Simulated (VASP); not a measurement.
Here is a VASP 6.6.1 calculation.

Contents of INCAR:

```
PREC = Accurate ; ENCUT = 500
EDIFF = 1E-6 ; ISMEAR = -1
SIGMA = 0.05 ; LREAL = Auto
LASPH = T ; NELM = 200
ALGO = Normal ; ISIF = 2
LWAVE = F ; LCHARG = F
ISPIN = 2 ; MAGMOM = 0.125 0.125 0.125 0.125 0.125 0.125 0.125 0.125 0.125 0.125 0.125 0.125 0.125 0.125 0.125 0.125
LORBIT = 11 ; GGA = PS
ISYM = -1 ; NBANDS = 95
GGA_COMPAT = F
```

KPOINTS

```
explicit points
1
Reciprocal
  0.25000000   0.25000000   0.25000000 1
```

File POSCAR:

```
Ga8BiAs7
1.0
    0.0000000000      5.7413290000      5.7413290000
    5.7413290000      0.0000000000      5.7413290000
    5.7413290000      5.7413290000      0.0000000000
Ga As Bi
8 7 1
Direct
    0.9983090000      0.0013840000      0.0052640000
    0.4999000000      0.4993930000      0.4968740000
    0.0031580000      0.9973990000      0.4969910000
    0.5038500000      0.4987350000      0.9968320000
    0.9995390000      0.4989890000      0.0002290000
    0.4994430000      0.0003350000      0.4983230000
    0.5010850000      0.9970500000      0.9997910000
    0.9992160000      0.5049650000      0.4979170000
    0.1272050000      0.1266300000      0.1223700000
    0.1281970000      0.1229270000      0.6258510000
    0.6226590000      0.6214040000      0.1309080000
    0.1263260000      0.6260240000      0.1252710000
    0.6222700000      0.1304590000      0.6267720000
    0.6238310000      0.1232950000      0.1238110000
    0.1254350000      0.6214990000      0.6224360000
    0.6202280000      0.6296820000      0.6258740000
```

Potentials or basis: VASP PAW PBE potentials, release 64 (Ga_d, As, Bi_d).

Command:

```console
$ cat potpaw_PBE.64/Ga_d/POTCAR potpaw_PBE.64/As/POTCAR potpaw_PBE.64/Bi_d/POTCAR > POTCAR
$ mpirun -np 1 vasp_std > vasp.out
```

Problem. Predict the net moment.

Solution. 0.00 μB per cell.

Problem. What does it give for the pressure?

Solution. 4.4 GPa.

Problem. What does it give for the largest force?

Solution. 2.352 eV/Å.

Forces on the atoms (eV/Å):
```
Ga  -0.225 -0.040  0.139
Ga  -0.529 -0.652 -0.931
Ga   0.421  0.113  0.079
Ga   1.465  1.312 -1.251
Ga   0.218  0.067  0.238
Ga   1.525 -1.020  1.471
Ga   0.107  0.056  0.105
Ga  -1.130  1.115  0.740
As  -0.077  0.019 -0.189
As   0.147 -0.372 -0.154
As  -0.419 -0.337  0.139
As  -0.162 -0.122 -0.097
As  -0.661 -0.002 -0.209
As  -0.023 -0.031  0.014
As   0.107 -0.056 -0.019
Bi  -0.764 -0.051 -0.076
```

Caveat: the cell stands under pressure; the PAW data sets were made with another functional, which shifts forces and pressure a little.
